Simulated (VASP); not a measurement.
Crystal: Y.

```
Y
1.0
     2.47934   -2.48091    0.00000
     2.47934    2.48091    0.00000
     0.00000    0.00000    3.15618
Y
1
Direct
  0.00000 0.00000 0.00000
```

The cell was built from a structure type or drawn by symmetry, and may not be a known phase.

| Item | Value |
| --- | --- |
| Program | VASP 6.6.1 |
| Task | relaxation of cell and atoms |
| Functional | PBE |
| Potentials or basis | VASP PAW PBE potentials, release 64 (Y_sv) |
| Cutoff | 500 eV |
| k mesh | 6 × 6 × 6 |
| Occupations | gaussian, width 0.1 eV |
| Spin | no spin polarisation |

At the start: pressure -2.6 GPa; volume 38.83 Å³/atom.

Q: How do energy, volume and symmetry change on relaxing?

A: Over 4 steps the energy falls by 69.1 meV/atom and the volume is 34.59 Å³/atom (-10.9 %); space group P4/mmm (No. 123, to 0.1 Å) before, Pm-3m (No. 221, to 0.1 Å).

Step by step:
| step | energy change (eV) | largest force (eV/Å) | pressure (GPa) | volume (Å³) |
| --- | --- | --- | --- | --- |
| 1 | 0.0000 | 0.0000 | -2.55 | 38.83 |
| 2 | -0.0664 | 0.0000 | -0.60 | 35.41 |
| 3 | -0.0688 | 0.0000 | -0.16 | 34.83 |
| 4 | -0.0691 | 0.0000 | 0.01 | 34.59 |

Final structure:
```cif
data_structure
_symmetry_space_group_name_H-M 'P 1'
_symmetry_Int_Tables_number 1
_cell_length_a 3.2916
_cell_length_b 3.2916
_cell_length_c 3.1928
_cell_angle_alpha 90.000
_cell_angle_beta 90.000
_cell_angle_gamma 90.047
_cell_volume 34.59
loop_
_atom_site_label
_atom_site_type_symbol
_atom_site_fract_x
_atom_site_fract_y
_atom_site_fract_z
_atom_site_occupancy
Y1 Y 0.00000 0.00000 0.00000 1
```
